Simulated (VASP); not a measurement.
# Pt (I4/mmm) in VASP: a series of runs

The runs below take Pt through single point, with PBE.

Program: VASP 6.6.1. These are calculated values, not measurements. Logs are shortened: lines on timing, memory, paths and dates and some standing lists are left out, and cuts for length are marked.

### 1 The cell of the first run

Symmetry: I4/mmm, No. 139, tetragonal system. The conventional cell has a = 3.193 Å, b = 3.193 Å, c = 3.069 Å, α = 90.00°, β = 90.00°, γ = 90.00°. Pt (site symmetry 4/mmm) has 14 Pt at 2.73 to 3.19 Å within 3.6 Å.

### 2 Single point, PBE (15.64 Å³/atom)

Input file INCAR:

```
SYSTEM = Pt
  ALGO = Fast
  EDIFF = 1E-6
  ENCUT = 520
  GGA = PE
  ISIF = 2
  ISMEAR = 0
  LASPH = .TRUE.
  LCHARG = .TRUE.
  LELF = .TRUE.
  LREAL = .FALSE.
  LVHAR = .TRUE.
  LWAVE = .FALSE.
  NBANDS = 11
  NELM = 60
  PREC = Accurate
  SIGMA = 0.15
```

Input file KPOINTS:

```
k-points
0
G
  22 22 22
  0 0 0
```

Input file POSCAR:

```
Pt
1.0
    0.0000000000      2.2576001938      1.5344908517
    2.2576001938      0.0000000000      1.5344908517
    2.2576001938      2.2576001938      0.0000000000
Pt
1
Direct
    0.0000000000      0.0000000000      0.0000000000
```

Potentials or basis: VASP PAW PBE potentials, release 64 (Pt).

Run with:

```
> cat potpaw_PBE.64/Pt/POTCAR > POTCAR
> mpirun -np 1 vasp_std > vasp.out
```

OUTCAR:

```text
SYSTEM = Pt
   EDIFF = 1E-6
   ENCUT = 520
   GGA = PE
   ISIF = 2
   ISMEAR = 0
   LASPH = .TRUE.
   LREAL = .FALSE.
   NELM = 60
   PREC = Accurate

 ion  position               nearest neighbor table
   1  0.000  0.000  0.000-

  LATTYP: Found a body centered tetragonal cell.
 ALAT       =     3.1927288125
 C/A-ratio  =     0.9612409583

  Lattice vectors:

 A1 = (   0.0000000000,  -2.2576001938,  -1.5344908517)
 A2 = (   0.0000000000,   2.2576001938,  -1.5344908517)
 A3 = (   2.2576001938,   0.0000000000,   1.5344908517)

Analysis of symmetry for initial positions (statically):
=====================================================================
 Subroutine PRICEL returns:
 Original cell was already a primitive cell.

 Routine SETGRP: Setting up the symmetry group for a
 body centered tetragonal supercell.

 Subroutine GETGRP returns: Found 16 space group operations
 (whereof 16 operations were pure point group operations)
 out of a pool of 16 trial point group operations.

The static configuration has the point symmetry D_4h.

Analysis of symmetry for dynamics (positions and initial velocities):
=====================================================================
 Subroutine PRICEL returns:
 Original cell was already a primitive cell.

 Routine SETGRP: Setting up the symmetry group for a
 body centered tetragonal supercell.

 Subroutine GETGRP returns: Found 16 space group operations
 (whereof 16 operations were pure point group operations)
 out of a pool of 16 trial point group operations.

The dynamic configuration has the point symmetry D_4h.

 Subroutine INISYM returns: Found 16 space group operations
 (whereof 16 operations are pure point group operations),
 and found     1 'primitive' translations

----------------------------------------------------------------------------------------

                                     Primitive cell

  volume of cell :      15.6419

  direct lattice vectors                    reciprocal lattice vectors
     0.000000000  2.257600194  1.534490852    -0.221474113  0.221474113  0.325840978
     2.257600194  0.000000000  1.534490852     0.221474113 -0.221474113  0.325840978
     2.257600194  2.257600194  0.000000000     0.221474113  0.221474113 -0.325840978

  length of vectors
     2.729729072  2.729729072  3.192728812     0.451966711  0.451966711  0.451966711

  position of ions in fractional coordinates (direct lattice)
     0.000000000  0.000000000  0.000000000

  ion indices of the primitive-cell ions
   primitive index   ion index
                 1           1

----------------------------------------------------------------------------------------

 KPOINTS: k-points

Automatic generation of k-mesh.
 Grid dimensions read from file:
 generate k-points for:   22   22   22

 Generating k-lattice:

  Cartesian coordinates                     Fractional coordinates (reciprocal lattice)
    -0.010067005  0.010067005  0.014810954     0.045454545  0.000000000  0.000000000
     0.010067005 -0.010067005  0.014810954     0.000000000  0.045454545  0.000000000
     0.010067005  0.010067005 -0.014810954     0.000000000  0.000000000  0.045454545

  Length of vectors
     0.020543941  0.020543941  0.020543941

  Shift w.r.t. Gamma in fractional coordinates (k-lattice)
     0.000000000  0.000000000  0.000000000

 Subroutine IBZKPT returns following result:
 ===========================================

 Found    834 irreducible k-points:

 Following reciprocal coordinates:
            Coordinates               Weight
  0.000000  0.000000  0.000000      1.000000
  0.045455  0.000000  0.000000      8.000000
  0.090909  0.000000  0.000000      8.000000
  0.136364  0.000000  0.000000      8.000000
  0.181818  0.000000  0.000000      8.000000
  0.227273  0.000000  0.000000      8.000000
[... 16 lines left out ...]
  0.500000  0.045455  0.000000      8.000000
 -0.454545  0.045455  0.000000      8.000000
 [... further k-points ...]
   k-points           NKPTS =    834   k-points in BZ     NKDIM =    834   number of bands    NBANDS=     11
   number of dos      NEDOS =    301   number of ions     NIONS =      1
   total plane-waves  NPLWV =   9600
   dimension x,y,z NGX =    20 NGY =   20 NGZ =   24
   dimension x,y,z NGXF=    40 NGYF=   40 NGZF=   48
   ions per type =               1
   NGX,Y,Z   is equivalent  to a cutoff of  12.18, 12.18, 12.50 a.u.
   NGXF,Y,Z  is equivalent  to a cutoff of  24.36, 24.36, 24.99 a.u.
 SYSTEM =  Pt
   PREC   = accura    normal or accurate (medium, high low for compatibility)
   ISTART =      0    job   : 0-new  1-cont  2-samecut
   ICHARG =      2    charge: 1-file 2-atom 10-const
   ISPIN  =      1    spin polarized calculation?
   LNONCOLLINEAR =      F non collinear calculations
   LSORBIT =      F    spin-orbit coupling
   LASPH  =      T    aspherical Exc in radial PAW
   ENCUT  =  520.0 eV  38.22 Ry    6.18 a.u.   5.08  5.08  5.94*2*pi/ulx,y,z
   NELM   =     60;   NELMIN=  2; NELMDL= -5     # of ELM steps
   EDIFF  = 0.1E-05   stopping-criterion for ELM
   LREAL  =      F    real-space projection
   EDIFFG = 0.1E-04   stopping-criterion for IOM
   NSW    =      0    number of steps for IOM
   IBRION =     -1    ionic relax: 0-MD 1-quasi-New 2-CG
   NFREE  =      0    steps in history (QN), initial steepest desc. (CG)
   ISIF   =      2    stress and relaxation
   ISYM   =      2    0-nonsym 1-usesym 2-fastsym
   POTIM  = 0.5000    time-step for ionic-motion
   TEBEG  =    0.0;   TEEND  =   0.0 temperature during run
   PSTRESS=    0.0 pullay stress
   NELECT =      10.0000    total number of electrons
   NUPDOWN=      -1.0000    fix difference up-down
   EMIN   =  10.00;   EMAX   =-10.00  energy-range for DOS
   EFERMI =   0.00;   METHOD = LEGACY
   ISMEAR =     0;   SIGMA  =   0.15  broadening in eV -4-tet -1-fermi 0-gaus
   EFERMI_NEDOS =   21; number of points for ismear=-14 and -15
   IALGO  =     68    algorithm
   IMIX   =      4    mixing-type and parameters
     AMIX     =   0.40;   BMIX     =  1.00
     AMIX_MAG =   1.60;   BMIX_MAG =  1.00
  volume/ion in A,a.u.               =      15.64       105.56
  Fermi-wavevector in a.u.,A,eV,Ry     =   1.410302  2.665084 27.061321  1.988951
  Thomas-Fermi vector in A             =   2.532269
   LORBIT       =      0    0 simple, 1 ext, 2 COOP (PROOUT), +10 PAW based schemes
   GGA     = PE    functional components
   LHFCALC =     F    Hartree Fock is set to
   AEXX    =    0.0000 exact exchange contribution
   IVDW    =     0    specifies the selected vdW correction
   LEPSILON=     F    determine dielectric tensor
   LRPA    =     F    only Hartree local field effects (RPA)
 non-spin polarized calculation
 RMM-DIIS sequential band-by-band and
 Gauss-broadening in eV      SIGMA  =   0.15
  energy-cutoff  :      520.00
  volume of cell :       15.64
 maximum number of plane-waves:       434
   NGX = 11   NGY = 11   NGZ = 11

 number of electron      10.0000000 magnetization

 number of electron       9.9999999 magnetization

 Free energy of the ion-electron system (eV)
  ---------------------------------------------------
  ext. energy  EPLUGINS =         0.00000000
  ---------------------------------------------------
  free energy    TOTEN  =        -6.01027983 eV

  energy without entropy =       -5.99741076  energy(sigma->0) =       -6.00384529

 E-fermi :  10.3645     XC(G=0): -13.2639

 val. band max:       10.3616787674   @ k =   0.5000   0.1818   0.1364
 cond. band min:      10.3646418112   @ k =  -0.1818   0.3182   0.1364
 fundamental gap:      0.0029630437
 Fermi energy:        10.3644504235

 k-point     1 :       0.0000    0.0000    0.0000
  band No.  band energies     occupation
      1       0.7784      2.00000
      2       6.6279      2.00000
      3       6.9719      2.00000
      4       6.9719      2.00000
      5       9.1180      2.00000
      6       9.5711      2.00000
      7      27.2232      0.00000
      8      27.2232      0.00000
      9      28.0194      0.00000
     10      37.4632      0.00000
     11      37.6732      0.00000

 k-point     2 :       0.0455    0.0000    0.0000
  band No.  band energies     occupation
      1       0.8650      2.00000
      2       6.6406      2.00000
      3       6.9692      2.00000
      4       6.9922      2.00000
      5       9.1146      2.00000
      6       9.5352      2.00000
      7      27.2993      0.00000
      8      27.3520      0.00000
      9      28.0547      0.00000
     10      35.9589      0.00000
     11      37.0813      0.00000

 k-point     3 :       0.0909    0.0000    0.0000
  band No.  band energies     occupation
      1       1.1204      2.00000
      2       6.6089      2.00000
      3       6.9571      2.00000
      4       7.1252      2.00000
      5       9.1004      2.00000
      6       9.4517      2.00000
      7      27.4804      0.00000
      8      27.7319      0.00000
      9      28.1041      0.00000
     10      34.5244      0.00000
     11      35.6726      0.00000

 k-point     4 :       0.1364    0.0000    0.0000
  band No.  band energies     occupation
      1       1.5289      2.00000
      2       6.4832      2.00000
      3       6.9272      2.00000
      4       7.4267      2.00000
      5       9.0666      2.00000
      6       9.3807      2.00000
      7      27.6121      0.00000
      8      27.9719      0.00000
      9      28.3442      0.00000
     10      33.4767      0.00000
     11      34.1943      0.00000
[... 239 lines left out ...]
 k-point    22 :       0.4545    0.0455    0.0000
  band No.  band energies     occupation
      1       3.8163      2.00000
      2       5.3839      2.00000
      3       8.8456      2.00000
      4       9.4771      2.00000
      5      11.0011      0.00000
      6      11.2974      0.00000
      7      17.3935      0.00000
      8      23.7584      0.00000
      9      26.0994      0.00000
     10      34.2725      0.00000
     11      35.1503      0.00000

 k-point    23 :       0.5000    0.0455    0.0000
  band No.  band energies     occupation
      1       3.8059      2.00000
      2       5.3604      2.00000
      3       9.0427      2.00000
      4       9.3468      2.00000
      5      11.3502      0.00000
      6      11.4462      0.00000
      7      16.8719      0.00000
      8      23.6586      0.00000
      9      25.8380      0.00000
     10      34.3924      0.00000
     11      35.1238      0.00000

 k-point    24 :      -0.4545    0.0455    0.0000
  band No.  band energies     occupation
      1       3.8176      2.00000
      2       5.3897      2.00000
      3       9.0467      2.00000
      4       9.1903      2.00000
      5      10.9846      0.00000
      6      11.3100      0.00000
      7      17.4830      0.00000
      8      23.7859      0.00000
      9      26.0698      0.00000
     10      34.4030      0.00000
     11      35.2531      0.00000

 [... further k-points ...]

------------------------ aborting loop because EDIFF is reached ----------------------------------------

  FORCE on cell =-STRESS in cart. coord.  units (eV):
  Direction    XX          YY          ZZ          XY          YZ          ZX
  --------------------------------------------------------------------------------------
  -------------------------------------------------------------------------------------
  Total        0.3658071      0.3658071     -0.0195991      0.0000000     -0.0000000     -0.0000000
  in kB       37.4691888     37.4691888     -2.0075100      0.0000000     -0.0000000     -0.0000000
  external PRESSURE =      24.3102892 kB  Pullay stress =       0.0000000 kB

 VOLUME and BASIS-vectors are now :
 -----------------------------------------------------------------------------
  energy-cutoff  :      520.00
  volume of cell :       15.64
      direct lattice vectors                 reciprocal lattice vectors
     0.000000000  2.257600194  1.534490852    -0.221474113  0.221474113  0.325840978
     2.257600194  0.000000000  1.534490852     0.221474113 -0.221474113  0.325840978
     2.257600194  2.257600194  0.000000000     0.221474113  0.221474113 -0.325840978

 POSITION                                       TOTAL-FORCE (eV/Angst)
 -----------------------------------------------------------------------------------
      0.00000      0.00000      0.00000        -0.000000      0.000000      0.000000
 -----------------------------------------------------------------------------------
    total drift:                                0.000000     -0.000000      0.000000

  FREE ENERGIE OF THE ION-ELECTRON SYSTEM (eV)
  ---------------------------------------------------
  free  energy   TOTEN  =        -6.0102798286 eV

  energy  without entropy=       -5.9974107612  energy(sigma->0) =       -6.00384529
```

Wall time 82 s (1 thread of Intel Xeon 6975P-C (Granite Rapids), shared host); peak memory 0.25 GiB.

What came out:

```yaml
Free_energy: -6.0103 eV
Pressure: 2.4 GPa
Band_gap_on_the_k_mesh: zero (bands 5 and 6 overlap by 2.18 eV)
```

Stress tensor (GPa, compression positive):
```
 3.75  0.00  0.00
 0.00  3.75  0.00
 0.00  0.00 -0.20
```

Levels at points of the mesh, in eV from the Fermi level:
```
           k point  band 3  band 4  band 5  band 6  band 7  band 8
(0.00, 0.00, 0.00)   -3.39   -3.39   -1.25   -0.79   16.86   16.86
(0.50, 0.00, 0.00)   -1.12   -0.53    0.34    1.09    6.52   13.14
(0.50, 0.50, 0.00)    0.51    0.51    0.63    7.31    7.31    8.52
(0.50, 0.00, 0.50)   -1.48   -0.79    0.08    1.03    6.17   13.59
```

Caveat: spin-orbit coupling is left out, which moves the levels of the heavy elements.

(Continued in part 2 of 4.)
